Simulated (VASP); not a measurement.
# Mg5Cd11O16 (P1) in VASP: a series of runs, part 2 of 2

VASP 6.6.1.

### Step 3. Single point, PBEsol

INCAR reads:

```
  ALGO = Normal
  EDIFF = 1E-7
  ENCUT = 520
  GGA = PS
  ISIF = 2
  ISMEAR = -1
  LASPH = True
  LCHARG = False
  LREAL = Auto
  LWAVE = False
  NBANDS = 276
  NELM = 80
  PREC = Accurate
  SIGMA = 0.05
```

KPOINTS reads:

```
Automatic mesh
0
Gamma
  1 1 1
  0.5 0.5 0.5
```

POSCAR reads:

```
Mg5Cd11O16
1.0
    9.1426913993      0.0000000000      0.0000000000
    0.0000000000      9.1426913993      0.0000000000
    0.0000000000      0.0000000000      9.1426913993
O Cd Mg
32 22 10
Direct
    0.2519920000      0.0186440000      0.9982970000
    0.2507660000      0.0014610000      0.4999330000
    0.2635120000      0.4890350000      0.9870310000
    0.2647580000      0.4997750000      0.5134900000
    0.7487640000      0.0005250000      0.0001770000
    0.7475070000      0.9850960000      0.5002060000
    0.7323950000      0.4987520000      0.9986550000
    0.7345000000      0.5103610000      0.5014710000
    0.0140070000      0.2528270000      0.9874470000
    0.0001410000      0.2512880000      0.5145750000
    0.9983770000      0.7483690000      0.9852710000
    0.9843780000      0.7471640000      0.5133290000
    0.4891800000      0.2653770000      0.0097760000
    0.5003360000      0.2664180000      0.4862120000
    0.4994680000      0.7337720000      0.9952850000
    0.5098240000      0.7349980000      0.5025990000
    0.9997710000      0.0015850000      0.2498280000
    0.0026730000      0.9895670000      0.7499750000
    0.0004440000      0.4982550000      0.2500740000
    0.0147400000      0.5023250000      0.7499340000
    0.4986380000      0.9787830000      0.2493080000
    0.4985850000      0.9842780000      0.7496270000
    0.4975660000      0.5050990000      0.2496750000
    0.4880730000      0.5092970000      0.7491360000
    0.2644160000      0.2525140000      0.2358670000
    0.2401840000      0.2627060000      0.7608770000
    0.2598230000      0.7489310000      0.2498350000
    0.2485770000      0.7367860000      0.7496140000
    0.7319340000      0.2493410000      0.2495200000
    0.7675440000      0.2499070000      0.7501460000
    0.7380280000      0.7483120000      0.2642590000
    0.7473730000      0.7472100000      0.7380820000
    0.0018350000      0.0018020000      0.9967590000
    0.9978050000      0.9982740000      0.5029540000
    0.0037190000      0.4998660000      0.9962870000
    0.9996710000      0.5011310000      0.5038050000
    0.4984910000      0.9997670000      0.0016100000
    0.5006530000      0.9965110000      0.4977150000
    0.2518250000      0.2534390000      0.5009200000
    0.2524160000      0.7479990000      0.9972410000
    0.2521900000      0.7475090000      0.5023130000
    0.7483240000      0.2515030000      0.9995790000
    0.7481670000      0.2509540000      0.5000890000
    0.7462480000      0.7481620000      0.9985090000
    0.2534130000      0.0023310000      0.2477480000
    0.2496130000      0.0000790000      0.7509600000
    0.2527920000      0.5002720000      0.2481670000
    0.7453130000      0.9983310000      0.2514350000
    0.7515970000      0.9965060000      0.7488590000
    0.7453370000      0.5009040000      0.2512850000
    0.7488990000      0.5010390000      0.7491580000
    0.0024430000      0.2496010000      0.2474270000
    0.9962000000      0.7504580000      0.2528050000
    0.4967840000      0.2545740000      0.7510910000
    0.4949240000      0.5017050000      0.9958920000
    0.4991490000      0.5044300000      0.5033860000
    0.2540280000      0.2563990000      0.9965720000
    0.7438350000      0.7457530000      0.5036000000
    0.2530530000      0.5009300000      0.7516810000
    0.0068770000      0.2584400000      0.7525420000
    0.0012000000      0.7464800000      0.7472930000
    0.4969960000      0.2694050000      0.2465330000
    0.5018280000      0.7429990000      0.2547020000
    0.5002830000      0.7419480000      0.7470490000
```

Potentials or basis: VASP PAW PBE potentials, release 64 (O, Cd, Mg).

Run with:

```
$ cat potpaw_PBE.64/O/POTCAR potpaw_PBE.64/Cd/POTCAR potpaw_PBE.64/Mg/POTCAR > POTCAR
$ mpirun -np 1 vasp_std > vasp.out
```

OUTCAR:

```text
EDIFF = 1E-7
   ENCUT = 520
   GGA = PS
   ISIF = 2
   ISMEAR = -1
   LASPH = True
   LREAL = Auto
   NELM = 80
   PREC = Accurate

 ion  position               nearest neighbor table
   1  0.252  0.019  0.998-  57 2.17  37 2.26  46 2.27  45 2.29  33 2.29  40 2.47
   2  0.251  0.001  0.500-  38 2.29  46 2.30  39 2.30  45 2.31  34 2.31  41 2.32
   3  0.264  0.489  0.987-  55 2.12  57 2.13  59 2.16  40 2.37  35 2.38  47 2.39
   4  0.265  0.500  0.513-  56 2.15  59 2.18  39 2.26  41 2.27  36 2.43  47 2.43
   5  0.749  0.001  0.000-  37 2.29  42 2.29  48 2.30  49 2.30  44 2.31  33 2.31
   6  0.748  0.985  0.500-  58 2.19  38 2.26  49 2.28  48 2.28  34 2.29  43 2.43
[... 76 lines left out ...]
  58  0.744  0.746  0.504-  16 2.14  32 2.14   8 2.15   6 2.19  31 2.19  12 2.20  56 3.14  64 3.15
                            51 3.17  63 3.17  38 3.19  49 3.21  50 3.21  36 3.24  61 3.24  53 3.25
  59  0.253  0.501  0.752-  24 2.15   3 2.16  28 2.16  20 2.18   4 2.18  26 2.18  55 3.14  64 3.16
                            60 3.16  57 3.16  54 3.17  40 3.18  35 3.19  56 3.20  41 3.21  61 3.22
  60  0.007  0.258  0.753-  26 2.13   9 2.15  10 2.18  30 2.19  20 2.23  18 2.46  35 3.14  59 3.16
                            57 3.18  36 3.18  39 3.21  51 3.24  33 3.24  46 3.24  42 3.27  34 3.30
  61  0.001  0.746  0.747-  12 2.14  11 2.18  18 2.22  20 2.24  28 2.26  32 2.32  36 3.16  35 3.20
                            41 3.21  34 3.21  59 3.22  51 3.22  49 3.23  40 3.24  58 3.24  46 3.25
  62  0.497  0.269  0.247-  25 2.13  23 2.16  29 2.16  13 2.17  14 2.19  21 2.66  47 3.07  50 3.10
                            55 3.12  56 3.18  57 3.19  42 3.23  39 3.23  43 3.27  45 3.30  37 3.33
  63  0.502  0.743  0.255-  21 2.16  31 2.16  23 2.18  27 2.21  16 2.27  15 2.37  50 3.14  56 3.15
                            58 3.17  47 3.18  38 3.21  41 3.21  48 3.23  55 3.24  44 3.24  40 3.28
  64  0.500  0.742  0.747-  24 2.13  22 2.22  16 2.24  32 2.26  15 2.27  28 2.30  56 3.11  58 3.15
                            59 3.16  55 3.16  51 3.17  41 3.19  44 3.22  40 3.22  38 3.26  49 3.27

  LATTYP: Found a simple cubic cell.
 ALAT       =     9.1426913993

  Lattice vectors:

 A1 = (   9.1426913993,   0.0000000000,   0.0000000000)
 A2 = (   0.0000000000,   9.1426913993,   0.0000000000)
 A3 = (   0.0000000000,   0.0000000000,   9.1426913993)

Analysis of symmetry for initial positions (statically):
=====================================================================
 Subroutine PRICEL returns:
 Original cell was already a primitive cell.

 Routine SETGRP: Setting up the symmetry group for a
 simple cubic supercell.

 Subroutine GETGRP returns: Found  1 space group operations
 (whereof  1 operations were pure point group operations)
 out of a pool of 48 trial point group operations.

The static configuration has the point symmetry C_1 .

Analysis of symmetry for dynamics (positions and initial velocities):
=====================================================================
 Subroutine PRICEL returns:
 Original cell was already a primitive cell.

 Routine SETGRP: Setting up the symmetry group for a
 simple cubic supercell.

 Subroutine GETGRP returns: Found  1 space group operations
 (whereof  1 operations were pure point group operations)
 out of a pool of 48 trial point group operations.

The dynamic configuration has the point symmetry C_1 .

 Subroutine INISYM returns: Found  1 space group operations
 (whereof  1 operations are pure point group operations),
 and found     1 'primitive' translations

[... 176 lines left out ...]
   k-points           NKPTS =      1   k-points in BZ     NKDIM =      1   number of bands    NBANDS=    276
   number of dos      NEDOS =    301   number of ions     NIONS =     64
   total plane-waves  NPLWV = 343000
   dimension x,y,z NGX =    70 NGY =   70 NGZ =   70
   dimension x,y,z NGXF=   140 NGYF=  140 NGZF=  140
   ions per type =              32  22  10
   NGX,Y,Z   is equivalent  to a cutoff of  12.73, 12.73, 12.73 a.u.
   NGXF,Y,Z  is equivalent  to a cutoff of  25.46, 25.46, 25.46 a.u.
 SYSTEM =  unknown system
   PREC   = accura    normal or accurate (medium, high low for compatibility)
   ISTART =      0    job   : 0-new  1-cont  2-samecut
   ICHARG =      2    charge: 1-file 2-atom 10-const
   ISPIN  =      1    spin polarized calculation?
   LNONCOLLINEAR =      F non collinear calculations
   LSORBIT =      F    spin-orbit coupling
   LASPH  =      T    aspherical Exc in radial PAW
   ENCUT  =  520.0 eV  38.22 Ry    6.18 a.u.  17.00 17.00 17.00*2*pi/ulx,y,z
   NELM   =     80;   NELMIN=  2; NELMDL= -5     # of ELM steps
   EDIFF  = 0.1E-06   stopping-criterion for ELM
   LREAL  =      T    real-space projection
   EDIFFG = 0.1E-05   stopping-criterion for IOM
   NSW    =      0    number of steps for IOM
   IBRION =     -1    ionic relax: 0-MD 1-quasi-New 2-CG
   NFREE  =      0    steps in history (QN), initial steepest desc. (CG)
   ISIF   =      2    stress and relaxation
   ISYM   =      2    0-nonsym 1-usesym 2-fastsym
   POTIM  = 0.5000    time-step for ionic-motion
   TEBEG  =    0.0;   TEEND  =   0.0 temperature during run
   PSTRESS=    0.0 pullay stress
   NELECT =     476.0000    total number of electrons
   NUPDOWN=      -1.0000    fix difference up-down
   EMIN   =  10.00;   EMAX   =-10.00  energy-range for DOS
   EFERMI =   0.00;   METHOD = LEGACY
   ISMEAR =    -1;   SIGMA  =   0.05  broadening in eV -4-tet -1-fermi 0-gaus
   EFERMI_NEDOS =   21; number of points for ismear=-14 and -15
   IALGO  =     38    algorithm
   IMIX   =      4    mixing-type and parameters
     AMIX     =   0.40;   BMIX     =  1.00
     AMIX_MAG =   1.60;   BMIX_MAG =  1.00
  volume/ion in A,a.u.               =      11.94        80.58
  Fermi-wavevector in a.u.,A,eV,Ry     =   1.398094  2.642015 26.594863  1.954667
  Thomas-Fermi vector in A             =   2.521286
   LORBIT       =      0    0 simple, 1 ext, 2 COOP (PROOUT), +10 PAW based schemes
   GGA     = PS    functional components
   LHFCALC =     F    Hartree Fock is set to
   AEXX    =    0.0000 exact exchange contribution
   IVDW    =     0    specifies the selected vdW correction
   LEPSILON=     F    determine dielectric tensor
   LRPA    =     F    only Hartree local field effects (RPA)
 non-spin polarized calculation
  energy-cutoff  :      520.00
  volume of cell :      764.23
 maximum number of plane-waves:     20672
 NGX is ok and might be reduce to    70
   NGX = 33   NGY = 33   NGZ = 33

 number of electron     476.0000020 magnetization

 Free energy of the ion-electron system (eV)
  ---------------------------------------------------
  ext. energy  EPLUGINS =         0.00000000
  ---------------------------------------------------
  free energy    TOTEN  =      -307.17646837 eV

  energy without entropy =     -307.17646837  energy(sigma->0) =     -307.17646837

 E-fermi :   3.1833     XC(G=0): -11.7436

 val. band max:        1.9131838160   @ k =   0.5000   0.5000   0.5000
 cond. band min:       4.9879894770   @ k =   0.5000   0.5000   0.5000
 fundamental gap:      3.0748056610
 Fermi energy:         3.1833068727

 k-point     1 :       0.5000    0.5000    0.5000
  band No.  band energies     occupation
      1     -14.8664      2.00000
      2     -14.8532      2.00000
      3     -14.7588      2.00000
      4     -14.6955      2.00000
      5     -14.6798      2.00000
      6     -14.6445      2.00000
[... 242 lines left out ...]
    249       7.6531      0.00000
    250       7.7247      0.00000
 [bands above 250 left out]

------------------------ aborting loop because EDIFF is reached ----------------------------------------

  FORCE on cell =-STRESS in cart. coord.  units (eV):
  Direction    XX          YY          ZZ          XY          YZ          ZX
  --------------------------------------------------------------------------------------
  -------------------------------------------------------------------------------------
  Total        4.7142385      6.9107174      5.4366938     -1.0974854      0.3437884     -1.4283904
  in kB        9.8832538     14.4881033     11.3978588     -2.3008439      0.7207416     -2.9945760
  external PRESSURE =      11.9230720 kB  Pullay stress =       0.0000000 kB

 VOLUME and BASIS-vectors are now :
 -----------------------------------------------------------------------------
  energy-cutoff  :      520.00
  volume of cell :      764.23
      direct lattice vectors                 reciprocal lattice vectors
     9.142691399  0.000000000  0.000000000     0.109376983  0.000000000  0.000000000
     0.000000000  9.142691399  0.000000000     0.000000000  0.109376983  0.000000000
     0.000000000  0.000000000  9.142691399     0.000000000  0.000000000  0.109376983

 POSITION                                       TOTAL-FORCE (eV/Angst)
 -----------------------------------------------------------------------------------
      2.30389      0.17046      9.12712        -0.009279      0.060967      0.009682
      2.29268      0.01336      4.57073        -0.012329      0.000042     -0.006640
      2.40921      4.47110      9.02412         0.056441     -0.065007     -0.054571
      2.42060      4.56929      4.69468         0.052562      0.001479      0.050949
      6.84572      0.00480      0.00162         0.013134     -0.000832      0.003141
      6.83423      9.00643      4.57323         0.010066     -0.056821     -0.000729
[... 56 lines left out ...]
      4.58806      6.79301      2.32866         0.001844     -0.006295      0.006867
      4.57393      6.78340      6.83004         0.001169     -0.009649     -0.006162
 -----------------------------------------------------------------------------------
    total drift:                               -0.004375     -0.000727      0.000441

  FREE ENERGIE OF THE ION-ELECTRON SYSTEM (eV)
  ---------------------------------------------------
  free  energy   TOTEN  =      -307.1764683730 eV

  energy  without entropy=     -307.1764683729  energy(sigma->0) =     -307.17646837
```

It took 9.7 min on 1 thread of Intel Xeon Platinum 8259CL at 2.50GHz (Skylake/Cascade Lake), shared host; peak memory 0.77 GiB.

Results:

| Item | Value |
| --- | --- |
| Free energy | -307.1765 eV |
| Pressure | 1.2 GPa |
| Largest force | 0.102 eV/Å |
| Band gap on the k mesh | 3.07 eV |

Forces on the atoms (eV/Å):
```
O   -0.009  0.061  0.010
O   -0.012  0.000 -0.007
O    0.056 -0.065 -0.055
O    0.053  0.001  0.051
O    0.013 -0.001  0.003
O    0.010 -0.057 -0.001
O   -0.052  0.003  0.010
O   -0.056  0.062 -0.010
O    0.051 -0.011 -0.059
O    0.000 -0.013  0.055
O   -0.002  0.013 -0.052
O   -0.052  0.014  0.059
O   -0.059  0.049  0.064
O    0.000  0.049 -0.057
O    0.002 -0.054 -0.003
O    0.062 -0.054 -0.003
O   -0.001 -0.007  0.001
O   -0.013 -0.018 -0.001
O   -0.007  0.007  0.000
O    0.048  0.001  0.000
O    0.006 -0.033  0.002
O    0.012 -0.052  0.001
O    0.015  0.005  0.001
O   -0.056  0.069 -0.003
O    0.058 -0.002 -0.053
O   -0.066  0.045  0.055
O    0.046  0.017  0.000
O   -0.010 -0.047 -0.003
O   -0.059 -0.002  0.000
O    0.067 -0.009 -0.001
O   -0.054  0.006  0.052
O   -0.002  0.009 -0.056
Cd  -0.005 -0.001  0.012
Cd   0.002  0.004 -0.012
Cd  -0.011  0.002  0.012
Cd  -0.001 -0.006 -0.014
Cd   0.006  0.005 -0.004
Cd  -0.004  0.014  0.003
Cd  -0.008 -0.014 -0.006
Cd  -0.014  0.018  0.011
Cd  -0.012  0.015 -0.010
Cd   0.012 -0.009  0.001
Cd   0.010 -0.011 -0.001
Cd   0.013  0.010  0.009
Cd  -0.016  0.002  0.004
Cd   0.002  0.003 -0.005
Cd  -0.016 -0.003  0.004
Cd   0.016  0.009 -0.004
Cd  -0.003  0.009  0.006
Cd   0.014 -0.009 -0.005
Cd   0.009 -0.009  0.004
Cd  -0.009  0.000  0.009
Cd   0.004 -0.001 -0.008
Cd   0.016 -0.020 -0.008
Mg  -0.006  0.000  0.000
Mg   0.000  0.006  0.000
Mg   0.005  0.006 -0.002
Mg  -0.007 -0.004  0.001
Mg   0.004  0.000  0.004
Mg   0.007  0.006  0.005
Mg   0.000 -0.004 -0.004
Mg  -0.002  0.011 -0.005
Mg   0.002 -0.006  0.007
Mg   0.001 -0.010 -0.006
```

Caveat: the k points lie up to 0.69 Å⁻¹ apart; the PAW data sets were made with another functional, which shifts forces and pressure a little. Expect the measured gap to be larger: semilocal functionals such as PBEsol lack the derivative discontinuity.
